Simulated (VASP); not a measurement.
# AsH8NO4 (I-42d) in VASP: single point with PBE+D3(BJ)

Aim: the single point of AsH8NO4 with PBE+D3(BJ).

Everything below comes from runs of VASP 6.6.1. Logs are shortened: lines on timing, memory, paths and dates and some standing lists are left out, and cuts for length are marked.

### Step 1. The cell of the first run

It takes space group I-42d (No. 122, tetragonal). Conventional cell: a = 9.124 Å, b = 9.124 Å, c = 7.706 Å, α = 90.00°, β = 90.00°, γ = 90.00°. Within 1.5 Å of H (site symmetry 1) lie 1 N at 1.14 Å. Within 1.4 Å of H (site symmetry 1) lie 1 O at 1.04 Å. Within 2.7 Å of As (site symmetry -4) lie 4 O at 2.07 Å and 4 H at 2.49 Å. Within 1.5 Å of N (site symmetry -4) lie 4 H at 1.14 Å. O (site symmetry 1) has 1 H at 1.04 Å within 1.4 Å.

### Step 2. Single point, PBE+D3(BJ) (strained and its atoms moved)

Input file INCAR:

```
ALGO = Normal ; EDIFF = 1E-7
ENCUT = 520 ; GGA = PE
ISIF = 2 ; ISMEAR = 0
IVDW = 12 ; LASPH = T
LCHARG = F ; LREAL = Auto
LWAVE = F ; NBANDS = 62
NELM = 60 ; PREC = Accurate
SIGMA = 0.02
```

Input file KPOINTS:

```
k-points
0
Gamma
  6 6 6
```

Input file POSCAR:

```
AsH8NO4
1.0
   -4.5622250370      4.5622250370      3.8528190353
    4.5622250370     -4.5622250370      3.8528190353
    4.5622250370      4.5622250370     -3.8528190353
H As N O
16 2 2 8
Direct
    0.3164843392      0.4270806740      0.8961411950
    0.5309394790      0.4203431441      0.1038588050
    0.5796568559      0.6835156608      0.1105963348
    0.4335156608      0.8296568559      0.6105963348
    0.5729193260      0.4690605210      0.8894036652
    0.2190605210      0.8229193260      0.3894036652
    0.1703431441      0.7809394790      0.6038588050
    0.1770806740      0.5664843392      0.3961411950
    0.2556241109      0.9006626684      0.9317625225
    0.9689001459      0.3238615884      0.0682374775
    0.6761384116      0.7443758891      0.6450385576
    0.4943758891      0.9261384116      0.1450385576
    0.0993373316      0.0310998541      0.3549614424
    0.7810998541      0.3493373316      0.8549614424
    0.0738615884      0.2189001459      0.5682374775
    0.6506626684      0.5056241109      0.4317625225
    0.7500000000      0.2500000000      0.5000000000
    0.0000000000      0.0000000000      0.0000000000
    0.2500000000      0.7500000000      0.5000000000
    0.5000000000      0.5000000000      0.0000000000
    0.0670148385      0.3343739783      0.6737481382
    0.6606258401      0.3932667003      0.3262518618
    0.6067332997      0.9329851615      0.2673591398
    0.6829851615      0.8567332997      0.7673591398
    0.6656260217      0.3393741599      0.7326408602
    0.0893741599      0.9156260217      0.2326408602
    0.1432667003      0.9106258401      0.8262518618
    0.0843739783      0.3170148385      0.1737481382
```

Potentials or basis: VASP PAW PBE potentials, release 64 (H, As, N, O).

On the command line:

```bash
cat potpaw_PBE.64/H/POTCAR potpaw_PBE.64/As/POTCAR potpaw_PBE.64/N/POTCAR potpaw_PBE.64/O/POTCAR > POTCAR
mpirun -np 1 vasp_std > vasp.out
```

OUTCAR:

```text
EDIFF = 1E-7
   ENCUT = 520
   GGA = PE
   ISIF = 2
   ISMEAR = 0
   IVDW = 12
   LASPH = T
   LREAL = Auto
   NELM = 60
   PREC = Accurate
 IVDW          = 12

 ion  position               nearest neighbor table
   1  0.316  0.427  0.896-  20 1.14
   2  0.531  0.420  0.104-  20 1.14
   3  0.580  0.684  0.111-  20 1.14
   4  0.434  0.830  0.611-  19 1.14
   5  0.573  0.469  0.889-  20 1.14
   6  0.219  0.823  0.389-  19 1.14
[... 8 lines left out ...]
  15  0.074  0.219  0.568-  21 1.04
  16  0.651  0.506  0.432-  22 1.04
  17  0.750  0.250  0.500-  21 2.07  22 2.07  23 2.07  25 2.07
  18  0.000  0.000  0.000-  24 2.07  26 2.07  27 2.07  28 2.07
  19  0.250  0.750  0.500-   4 1.14   6 1.14   8 1.14   7 1.14
  20  0.500  0.500  0.000-   3 1.14   5 1.14   1 1.14   2 1.14
  21  0.067  0.334  0.674-  15 1.04  17 2.07
  22  0.661  0.393  0.326-  16 1.04  17 2.07
  23  0.607  0.933  0.267-  12 1.04  17 2.07
  24  0.683  0.857  0.767-  11 1.04  18 2.07
  25  0.666  0.339  0.733-  14 1.04  17 2.07
  26  0.089  0.916  0.233-  13 1.04  18 2.07
  27  0.143  0.911  0.826-   9 1.04  18 2.07
  28  0.084  0.317  0.174-  10 1.04  18 2.07

  LATTYP: Found a body centered tetragonal cell.
 ALAT       =     9.1244500740
 C/A-ratio  =     0.8445043820

  Lattice vectors:

 A1 = (  -4.5622250370,   4.5622250370,   3.8528190353)
 A2 = (   4.5622250370,  -4.5622250370,   3.8528190353)
 A3 = (   4.5622250370,   4.5622250370,  -3.8528190353)

Analysis of symmetry for initial positions (statically):
=====================================================================
 Subroutine PRICEL returns:
 Original cell was already a primitive cell.

 Routine SETGRP: Setting up the symmetry group for a
 body centered tetragonal supercell.

 Subroutine GETGRP returns: Found  8 space group operations
 (whereof  4 operations were pure point group operations)
 out of a pool of 16 trial point group operations.

The static configuration has the point symmetry S_4 .
 The point group associated with its full space group is D_2d.

Analysis of symmetry for dynamics (positions and initial velocities):
=====================================================================
 Subroutine PRICEL returns:
 Original cell was already a primitive cell.

 Routine SETGRP: Setting up the symmetry group for a
 body centered tetragonal supercell.

 Subroutine GETGRP returns: Found  8 space group operations
 (whereof  4 operations were pure point group operations)
 out of a pool of 16 trial point group operations.

The dynamic configuration has the point symmetry S_4 .
 The point group associated with its full space group is D_2d.

 Subroutine INISYM returns: Found  8 space group operations
 (whereof  4 operations are pure point group operations),
 and found     1 'primitive' translations

----------------------------------------------------------------------------------------

                                     Primitive cell

  volume of cell :     320.7687

  direct lattice vectors                    reciprocal lattice vectors
    -4.562225037  4.562225037  3.852819035     0.000000000  0.109595646  0.129775106
     4.562225037 -4.562225037  3.852819035     0.109595646  0.000000000  0.129775106
     4.562225037  4.562225037 -3.852819035     0.109595646  0.109595646  0.000000000

  length of vectors
     7.514786031  7.514786031  7.514786031     0.169861072  0.169861072  0.154991649

  position of ions in fractional coordinates (direct lattice)
     0.316484339  0.427080674  0.896141195
     0.530939479  0.420343144  0.103858805
     0.579656856  0.683515661  0.110596335
     0.433515661  0.829656856  0.610596335
     0.572919326  0.469060521  0.889403665
     0.219060521  0.822919326  0.389403665
[... 20 lines left out ...]
     0.143266700  0.910625840  0.826251862
     0.084373978  0.317014839  0.173748138

  ion indices of the primitive-cell ions
   primitive index   ion index
                 1           1
                 2           2
                 3           3
                 4           4
                 5           5
                 6           6
[... 20 lines left out ...]
                27          27
                28          28

----------------------------------------------------------------------------------------

 KPOINTS: k-points

Automatic generation of k-mesh.
 Grid dimensions read from file:
 generate k-points for:    6    6    6

 Generating k-lattice:

  Cartesian coordinates                     Fractional coordinates (reciprocal lattice)
     0.000000000  0.018265941  0.021629184     0.166666667  0.000000000 -0.000000000
     0.018265941  0.000000000  0.021629184     0.000000000  0.166666667 -0.000000000
     0.018265941  0.018265941  0.000000000     0.000000000  0.000000000  0.166666667

  Length of vectors
     0.028310179  0.028310179  0.025831941

  Shift w.r.t. Gamma in fractional coordinates (k-lattice)
     0.000000000  0.000000000  0.000000000

 Subroutine IBZKPT returns following result:
 ===========================================

 Found     30 irreducible k-points:

 Following reciprocal coordinates:
            Coordinates               Weight
  0.000000  0.000000  0.000000      1.000000
  0.166667 -0.000000  0.000000      8.000000
  0.333333 -0.000000  0.000000      8.000000
  0.500000 -0.000000  0.000000      4.000000
  0.166667  0.166667  0.000000      8.000000
  0.333333  0.166667  0.000000     16.000000
[... 16 lines left out ...]
 -0.333333 -0.333333  0.166667      8.000000
 -0.166667 -0.333333  0.166667      8.000000
 [... further k-points ...]
   k-points           NKPTS =     30   k-points in BZ     NKDIM =     30   number of bands    NBANDS=     62
   number of dos      NEDOS =    301   number of ions     NIONS =     28
   total plane-waves  NPLWV = 175616
   dimension x,y,z NGX =    56 NGY =   56 NGZ =   56
   dimension x,y,z NGXF=   112 NGYF=  112 NGZF=  112
   ions per type =              16   2   2   8
   NGX,Y,Z   is equivalent  to a cutoff of  12.39, 12.39, 12.39 a.u.
   NGXF,Y,Z  is equivalent  to a cutoff of  24.78, 24.78, 24.78 a.u.
 SYSTEM =  unknown system
   PREC   = accura    normal or accurate (medium, high low for compatibility)
   ISTART =      0    job   : 0-new  1-cont  2-samecut
   ICHARG =      2    charge: 1-file 2-atom 10-const
   ISPIN  =      1    spin polarized calculation?
   LNONCOLLINEAR =      F non collinear calculations
   LSORBIT =      F    spin-orbit coupling
   LASPH  =      T    aspherical Exc in radial PAW
   ENCUT  =  520.0 eV  38.22 Ry    6.18 a.u.  13.97 13.97 13.97*2*pi/ulx,y,z
   NELM   =     60;   NELMIN=  2; NELMDL= -5     # of ELM steps
   EDIFF  = 0.1E-06   stopping-criterion for ELM
   LREAL  =      T    real-space projection
   EDIFFG = 0.1E-05   stopping-criterion for IOM
   NSW    =      0    number of steps for IOM
   IBRION =     -1    ionic relax: 0-MD 1-quasi-New 2-CG
   NFREE  =      0    steps in history (QN), initial steepest desc. (CG)
   ISIF   =      2    stress and relaxation
   ISYM   =      2    0-nonsym 1-usesym 2-fastsym
   POTIM  = 0.5000    time-step for ionic-motion
   TEBEG  =    0.0;   TEEND  =   0.0 temperature during run
   PSTRESS=    0.0 pullay stress
   NELECT =      84.0000    total number of electrons
   NUPDOWN=      -1.0000    fix difference up-down
   EMIN   =  10.00;   EMAX   =-10.00  energy-range for DOS
   EFERMI =   0.00;   METHOD = LEGACY
   ISMEAR =     0;   SIGMA  =   0.02  broadening in eV -4-tet -1-fermi 0-gaus
   EFERMI_NEDOS =   21; number of points for ismear=-14 and -15
   IALGO  =     38    algorithm
   IMIX   =      4    mixing-type and parameters
     AMIX     =   0.40;   BMIX     =  1.00
     AMIX_MAG =   1.60;   BMIX_MAG =  1.00
  volume/ion in A,a.u.               =      11.46        77.31
  Fermi-wavevector in a.u.,A,eV,Ry     =   1.047379  1.979260 14.925633  1.097003
  Thomas-Fermi vector in A             =   2.182257
   LORBIT       =      0    0 simple, 1 ext, 2 COOP (PROOUT), +10 PAW based schemes
   GGA     = PE    functional components
   LHFCALC =     F    Hartree Fock is set to
   AEXX    =    0.0000 exact exchange contribution
   IVDW    =    12    specifies the selected vdW correction
   LEPSILON=     F    determine dielectric tensor
   LRPA    =     F    only Hartree local field effects (RPA)
 non-spin polarized calculation
 Gauss-broadening in eV      SIGMA  =   0.02
  energy-cutoff  :      520.00
  volume of cell :      320.77
 maximum number of plane-waves:      8702
   NGX = 27   NGY = 27   NGZ = 27

 number of electron      84.0000006 magnetization

 Free energy of the ion-electron system (eV)
  ---------------------------------------------------
  ext. energy  EPLUGINS =         0.00000000
  ---------------------------------------------------
  free energy    TOTEN  =      -137.22289786 eV

  energy without entropy =     -137.22289786  energy(sigma->0) =     -137.22289786

 E-fermi :  -0.5916     XC(G=0):  -7.3670

 val. band max:       -0.7385038398   @ k =   0.5000   0.3333   0.0000
 cond. band min:       1.4359277981   @ k =  -0.1667  -0.3333   0.1667
 fundamental gap:      2.1744316379
 Fermi energy:        -0.5915801953

 k-point     1 :       0.0000    0.0000    0.0000
  band No.  band energies     occupation
      1     -19.8586      2.00000
      2     -19.6862      2.00000
      3     -19.3480      2.00000
      4     -19.3480      2.00000
      5     -19.3102      2.00000
      6     -19.3102      2.00000
[... 46 lines left out ...]
     53       6.1836      0.00000
     54       6.2101      0.00000

 k-point     2 :       0.1667   -0.0000    0.0000
  band No.  band energies     occupation
      1     -19.8441      2.00000
      2     -19.6905      2.00000
      3     -19.3553      2.00000
      4     -19.3463      2.00000
      5     -19.3135      2.00000
      6     -19.3122      2.00000
[... 46 lines left out ...]
     53       6.1224      0.00000
     54       6.2076      0.00000
[... 1195 lines left out ...]
     53       5.7012      0.00000
     54       5.8484      0.00000

 k-point    24 :      -0.1667   -0.3333    0.1667
  band No.  band energies     occupation
      1     -19.8019      2.00000
      2     -19.7058      2.00000
      3     -19.3674      2.00000
      4     -19.3579      2.00000
      5     -19.3037      2.00000
      6     -19.3025      2.00000
[... 46 lines left out ...]
     53       5.9362      0.00000
     54       6.0682      0.00000

 [... further k-points ...]

 [bands above 54 left out]

------------------------ aborting loop because EDIFF is reached ----------------------------------------

 Edisp (eV)   -1.43802

 E8    (eV) :    -0.3692

  FORCE on cell =-STRESS in cart. coord.  units (eV):
  Direction    XX          YY          ZZ          XY          YZ          ZX
  --------------------------------------------------------------------------------------
  -------------------------------------------------------------------------------------
  Total     -24.30265   -24.30265    -6.45451     0.00000     0.00000     0.00000
  in kB    -121.38700  -121.38700   -32.23901     0.00000     0.00000     0.00000
  external pressure =      -91.67 kB  Pullay stress =        0.00 kB

 VOLUME and BASIS-vectors are now :
 -----------------------------------------------------------------------------
  energy-cutoff  :      520.00
  volume of cell :      320.77
      direct lattice vectors                 reciprocal lattice vectors
    -4.562225037  4.562225037  3.852819035     0.000000000  0.109595646  0.129775106
     4.562225037 -4.562225037  3.852819035     0.109595646  0.000000000  0.129775106
     4.562225037  4.562225037 -3.852819035     0.109595646  0.109595646  0.000000000

 POSITION                                       TOTAL-FORCE (eV/Angst)
 -----------------------------------------------------------------------------------
      4.59296      3.58383     -0.58785        -0.147168      2.138958      0.984616
     -0.03074      0.97839      3.26497         0.147168     -2.138958      0.984616
      0.97839      0.03074      4.44067        -2.138958     -0.147168     -0.984616
      4.59296      0.97839      2.51426        -0.147168     -2.138958     -0.984616
      3.58383      4.53149      0.58785         2.138958      0.147168     -0.984616
      4.53149     -0.97839      2.51426         0.147168      2.138958     -0.984616
[... 20 lines left out ...]
      7.27041      0.26868      0.87706        -0.059878      2.310691     -0.221364
      1.85404     -0.26868      0.87706         0.059878     -2.310691     -0.221364
 -----------------------------------------------------------------------------------
    total drift:                                0.000000      0.000000     -0.000000

  FREE ENERGIE OF THE ION-ELECTRON SYSTEM (eV)
  ---------------------------------------------------
  free  energy   TOTEN  =      -138.6609227047 eV

  energy  without entropy=     -138.6609227047  energy(sigma->0) =     -138.66092270
```

It took 10 min on 1 thread of Intel Xeon 6975P-C (Granite Rapids), shared host; peak memory 0.64 GiB.

Results:

- Free energy: -138.6609 eV
- Pressure: -9.2 GPa
- Largest force: 2.462 eV/Å
- Band gap on the k mesh: 2.17 eV (least direct gap 2.35 eV)
- Dispersion energy per atom: -0.051 eV

Forces on the atoms (eV/Å):
```
H   -0.147  2.139  0.985
H    0.147 -2.139  0.985
H   -2.139 -0.147 -0.985
H   -0.147 -2.139 -0.985
H    2.139  0.147 -0.985
H    0.147  2.139 -0.985
H   -2.139  0.147  0.985
H    2.139 -0.147  0.985
H    0.172 -2.456  0.045
H   -0.172  2.456  0.045
H    2.456  0.172 -0.045
H    0.172  2.456 -0.045
H   -2.456 -0.172 -0.045
H   -0.172 -2.456 -0.045
H    2.456 -0.172  0.045
H   -2.456  0.172  0.045
As   0.000  0.000  0.000
As   0.000  0.000  0.000
N    0.000  0.000  0.000
N    0.000  0.000  0.000
O   -2.311  0.060 -0.221
O    2.311 -0.060 -0.221
O   -0.060 -2.311  0.221
O   -2.311 -0.060  0.221
O    0.060  2.311  0.221
O    2.311  0.060  0.221
O   -0.060  2.311 -0.221
O    0.060 -2.311 -0.221
```

Stress tensor (GPa, compression positive):
```
-12.14   0.00   0.00
  0.00 -12.14   0.00
  0.00   0.00  -3.22
```

Levels at points of the mesh, in eV from the valence-band top:
```
           k point  band 40  band 41  band 42  band 43  band 44  band 45
(0.00, 0.00, 0.00)    -1.85    -0.68    -0.26     2.34     2.80     2.86
(0.50, 0.00, 0.00)    -1.92    -0.15    -0.11     2.24     2.64     3.22
(0.50, 0.50, 0.00)    -1.83     0.00     0.00     2.50     2.50     3.13
(0.50, 0.50, 0.50)    -1.87    -0.12    -0.12     2.44     2.44     3.18
```

Caveat: the cell differs from its parent crystal (strained and its atoms moved); the cell stands under tension; forces of over 1 eV/Å act on the atoms, so gaps and moduli don't describe the material at rest. A k mesh can miss the band edges.
